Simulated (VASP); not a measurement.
# In3Ga5P8 (P1) in VASP: settings compared, part 2 of 2

VASP 6.6.1.

### Step 3. Single point, HSE06

POSCAR

```
In3Ga5P8
1.0
   11.2044800000      0.0000000000      0.0000000000
    0.0000000000     11.2044800000      0.0000000000
    0.0000000000      0.0000000000     11.2044800000
Ga In P
20 12 32
Direct
    0.9975590000      0.0030530000      0.0101090000
    0.0018090000      0.0019100000      0.4906250000
    0.9991690000      0.4970110000      0.4968450000
    0.5028260000      0.0072590000      0.0054880000
    0.4992730000      0.4931680000      0.5014400000
    0.2531350000      0.2463330000      0.0015850000
    0.2483810000      0.2514920000      0.4967710000
    0.2456670000      0.7460830000      0.4974680000
    0.7483270000      0.2483520000      0.0049960000
    0.7492680000      0.2541880000      0.4955180000
    0.7520520000      0.7514020000      0.0046240000
    0.2454040000      0.0050380000      0.2500640000
    0.2517890000      0.4939980000      0.7431290000
    0.7541900000      0.0047460000      0.2466740000
    0.7521550000      0.4950730000      0.2522420000
    0.7481420000      0.4949780000      0.7469300000
    0.9972300000      0.2460220000      0.2515420000
    0.9980260000      0.7535620000      0.2519960000
    0.5010480000      0.2483360000      0.2498540000
    0.5012620000      0.2542410000      0.7498000000
    0.9960850000      0.4981890000      0.0010920000
    0.4974140000      0.0066990000      0.4969140000
    0.5049090000      0.4951060000      0.9980660000
    0.2487730000      0.7560030000      0.0022780000
    0.7546630000      0.7454660000      0.4972900000
    0.2510560000      0.0054330000      0.7500470000
    0.2486080000      0.4960800000      0.2557370000
    0.7508450000      0.0050080000      0.7554540000
    0.0001840000      0.2518400000      0.7481880000
    0.0010980000      0.7479040000      0.7478000000
    0.5026940000      0.7531650000      0.2510280000
    0.5005650000      0.7464690000      0.7510790000
    0.1232100000      0.1271930000      0.1262930000
    0.1242340000      0.1253100000      0.6092650000
    0.1184710000      0.6316940000      0.1333180000
    0.1287160000      0.6143160000      0.6171790000
    0.6263930000      0.1268900000      0.1281740000
    0.6255010000      0.1396980000      0.6247370000
    0.6384890000      0.6227560000      0.1273830000
    0.6247530000      0.6102350000      0.6230800000
    0.3760450000      0.3628610000      0.1260750000
    0.3746370000      0.3703040000      0.6228780000
    0.3753340000      0.8920560000      0.1274230000
    0.3678320000      0.8676530000      0.6171150000
    0.8684850000      0.3656620000      0.1324910000
    0.8693510000      0.3814100000      0.6170830000
    0.8755140000      0.8759710000      0.1279340000
    0.8821070000      0.8847260000      0.6172300000
    0.3663650000      0.1340590000      0.3669330000
    0.3854300000      0.1323100000      0.8800290000
    0.3779540000      0.6239020000      0.3872910000
    0.3649510000      0.6158600000      0.8701490000
    0.8735340000      0.1256250000      0.3737450000
    0.8777790000      0.1285470000      0.8924200000
    0.8834030000      0.6165140000      0.3667460000
    0.8594460000      0.6240710000      0.8718050000
    0.1152930000      0.3659250000      0.3803500000
    0.1389210000      0.3742330000      0.8758220000
    0.1251750000      0.8744600000      0.3722890000
    0.1148280000      0.8865430000      0.8817890000
    0.6223880000      0.3745230000      0.3726160000
    0.6346480000      0.3657290000      0.8685990000
    0.6353810000      0.8855050000      0.3699150000
    0.6231150000      0.8754270000      0.8905510000
```

INCAR.step1

```
SYSTEM = In3Ga5P8
  ALGO = Normal
  EDIFF = 1E-5
  ENCUT = 400
  GGA = PE
  GGA_COMPAT = .FALSE.
  ISIF = 2
  ISMEAR = -1
  ISYM = -1
  KPAR = 1
  LASPH = .TRUE.
  LCHARG = .FALSE.
  LREAL = Auto
  LWAVE = .TRUE.
  NBANDS = 326
  NELM = 120
  PREC = Accurate
  SIGMA = 0.05
```

INCAR.step2

```
SYSTEM = In3Ga5P8
  ALGO = Normal
  EDIFF = 1E-6
  ENCUT = 400
  GGA = PE
  GGA_COMPAT = .FALSE.
  HFSCREEN = 0.2079
  ISIF = 2
  ISMEAR = -1
  ISTART = 1
  ISYM = -1
  KPAR = 1
  LASPH = .TRUE.
  LCHARG = .FALSE.
  LHFCALC = .TRUE.
  LREAL = Auto
  LWAVE = .FALSE.
  NBANDS = 326
  NELM = 120
  PREC = Accurate
  PRECFOCK = Fast
  SIGMA = 0.05
```

KPOINTS

```
explicit points
1
Reciprocal
  0.25000000   0.25000000   0.25000000 1
```

Potentials or basis: VASP PAW PBE potentials, release 64 (Ga_d, In_d, P).

Run with:

```sh
cat potpaw_PBE.64/Ga_d/POTCAR potpaw_PBE.64/In_d/POTCAR potpaw_PBE.64/P/POTCAR > POTCAR
cp INCAR.step1 INCAR
mpirun -np 4 vasp_std > vasp.out
cp INCAR.step2 INCAR
mpirun -np 4 vasp_std > vasp.out
```

OUTCAR:

```text
SYSTEM = In3Ga5P8
   EDIFF = 1E-6
   ENCUT = 400
   GGA = PE
   HFSCREEN = 0.2079
   ISIF = 2
   ISMEAR = -1
   ISTART = 1
   ISYM = -1
   LASPH = .TRUE.
   LHFCALC = .TRUE.
   LREAL = Auto
   NELM = 120
   PREC = Accurate
   PRECFOCK = Fast

 ion  position               nearest neighbor table
   1  0.998  0.003  0.010-  60 2.34  54 2.35  33 2.37  47 2.37
[... 618 lines left out ...]
  -------------------------------------------------------------------------------------
  Total        6.2649544      6.6722451      6.5630274     -4.1847520     -3.9997691     -4.4940234
  in kB        7.1359759      7.5998927      7.4754903     -4.7665614     -4.5558602     -5.1188310
  external PRESSURE =       7.4037863 kB  Pullay stress =       0.0000000 kB

 VOLUME and BASIS-vectors are now :
 -----------------------------------------------------------------------------
  energy-cutoff  :      400.00
  volume of cell :     1406.61
      direct lattice vectors                 reciprocal lattice vectors
    11.204480000  0.000000000  0.000000000     0.089250014  0.000000000  0.000000000
     0.000000000 11.204480000  0.000000000     0.000000000  0.089250014  0.000000000
     0.000000000  0.000000000 11.204480000     0.000000000  0.000000000  0.089250014

 POSITION                                       TOTAL-FORCE (eV/Angst)
 -----------------------------------------------------------------------------------
     11.17713      0.03421      0.11327         0.000771     -0.001908     -0.009864
      0.02027      0.02140      5.49720        -0.003130      0.002837      0.002414
     11.19517      5.56875      5.56689        -0.000441     -0.014326     -0.011590
      5.63390      0.08133      0.06149         0.002211      0.000495      0.005379
      5.59409      5.52569      5.61837         0.001456     -0.005703     -0.002980
      2.83625      2.76003      0.01776        -0.000769     -0.000341      0.008115
[... 56 lines left out ...]
      7.11911      9.92162      4.14471        -0.025057     -0.021997      0.008175
      6.98168      9.80870      9.97816         0.001391      0.001951     -0.038968
 -----------------------------------------------------------------------------------
    total drift:                                0.001465     -0.004175      0.004385

  FREE ENERGIE OF THE ION-ELECTRON SYSTEM (eV)
  ---------------------------------------------------
  free  energy   TOTEN  =      -334.5753257248 eV

  energy  without entropy=     -334.5753257247  energy(sigma->0) =     -334.57532572
```

OSZICAR.step1:

```text
N       E                     dE             d eps       ncg     rms          rms(c)
DAV:   1     0.713358202684E+04    0.71336E+04   -0.19847E+05   664   0.206E+03
DAV:   2     0.148898798226E+04   -0.56446E+04   -0.55219E+04   664   0.615E+02
DAV:   3    -0.385465799429E+02   -0.15275E+04   -0.14443E+04   744   0.254E+02
DAV:   4    -0.274218462310E+03   -0.23567E+03   -0.22798E+03   816   0.878E+01
DAV:   5    -0.291124907847E+03   -0.16906E+02   -0.16667E+02  1000   0.253E+01    0.324E+01
DAV:   6    -0.282370436062E+03    0.87545E+01   -0.26139E+01   944   0.182E+01    0.162E+01
DAV:   7    -0.281562666555E+03    0.80777E+00   -0.12255E+01   872   0.656E+00    0.624E+00
DAV:   8    -0.281550994913E+03    0.11672E-01   -0.18764E+00   744   0.777E+00    0.281E+00
DAV:   9    -0.281604461547E+03   -0.53467E-01   -0.55506E-01   896   0.358E+00    0.180E+00
DAV:  10    -0.281588879320E+03    0.15582E-01   -0.11806E-01   856   0.283E+00    0.997E-01
DAV:  11    -0.281595204660E+03   -0.63253E-02   -0.56178E-02   864   0.126E+00    0.194E-01
DAV:  12    -0.281596221741E+03   -0.10171E-02   -0.19154E-02   792   0.603E-01    0.153E-01
DAV:  13    -0.281596438539E+03   -0.21680E-03   -0.37453E-03  1008   0.335E-01    0.228E-01
DAV:  14    -0.281596643961E+03   -0.20542E-03   -0.20680E-03   912   0.981E-02    0.132E-01
DAV:  15    -0.281596561239E+03    0.82722E-04   -0.29683E-04   792   0.199E-01    0.505E-02
DAV:  16    -0.281596577978E+03   -0.16739E-04   -0.23609E-04   736   0.645E-02    0.149E-02
DAV:  17    -0.281596581173E+03   -0.31951E-05   -0.77121E-05   560   0.428E-02
   1 F= -.28159658E+03 E0= -.28159658E+03  d E =-.119219E-06
```

Run time: 19 min. Hardware: 4 MPI ranks of Intel Xeon 6975P-C (Granite Rapids), shared host; peak memory 0.86 GiB.

What came out:

- Free energy: -334.5753 eV
- Pressure: 0.7 GPa
- Largest force: 0.062 eV/Å
- Band gap on the k mesh: 2.60 eV

Forces on the atoms (eV/Å):
```
Ga   0.001 -0.002 -0.010
Ga  -0.003  0.003  0.002
Ga   0.000 -0.014 -0.012
Ga   0.002  0.000  0.005
Ga   0.001 -0.006 -0.003
Ga  -0.001  0.000  0.008
Ga  -0.014 -0.012 -0.008
Ga   0.002 -0.001 -0.006
Ga   0.006 -0.006  0.001
Ga   0.001  0.000 -0.004
Ga  -0.002 -0.005  0.004
Ga   0.004  0.009 -0.004
Ga  -0.007 -0.005  0.003
Ga  -0.006 -0.007  0.006
Ga   0.009 -0.007 -0.009
Ga  -0.008 -0.003 -0.006
Ga  -0.008  0.000  0.007
Ga   0.005 -0.015 -0.009
Ga  -0.013 -0.001 -0.006
Ga   0.014 -0.011 -0.007
In  -0.006 -0.002  0.005
In  -0.004 -0.003 -0.012
In  -0.004 -0.011 -0.001
In  -0.013 -0.005 -0.006
In  -0.001  0.000 -0.010
In  -0.009 -0.008 -0.011
In  -0.008 -0.011 -0.003
In   0.003  0.000 -0.001
In   0.003 -0.007 -0.008
In  -0.013  0.008 -0.001
In   0.006  0.002 -0.003
In  -0.014 -0.011 -0.007
P    0.014 -0.004  0.005
P    0.014  0.012  0.038
P    0.010 -0.005 -0.015
P   -0.007  0.027  0.023
P    0.001 -0.004 -0.004
P   -0.016 -0.033  0.012
P   -0.036  0.011 -0.016
P    0.010  0.039  0.014
P    0.006  0.031  0.011
P    0.003  0.015  0.002
P    0.002 -0.036 -0.003
P    0.026  0.038  0.034
P    0.013  0.031 -0.008
P    0.019 -0.015  0.016
P   -0.002  0.006 -0.006
P   -0.015 -0.032  0.022
P    0.019 -0.016  0.022
P   -0.025 -0.021 -0.017
P   -0.013 -0.004 -0.029
P    0.045  0.037  0.022
P    0.011  0.011 -0.004
P   -0.015 -0.004 -0.032
P   -0.017  0.021  0.027
P    0.051  0.007  0.013
P    0.027  0.026 -0.009
P   -0.040  0.000 -0.017
P    0.001  0.003  0.011
P    0.026 -0.027 -0.008
P    0.007  0.004  0.012
P   -0.021  0.031  0.021
P   -0.025 -0.022  0.008
P    0.001  0.002 -0.039
```

Caveat: the PAW data sets were made with another functional, which shifts forces and pressure a little; spin-orbit coupling is left out, which moves the levels of the heavy elements; a shifted mesh leaves out Γ, where band edges can lie.
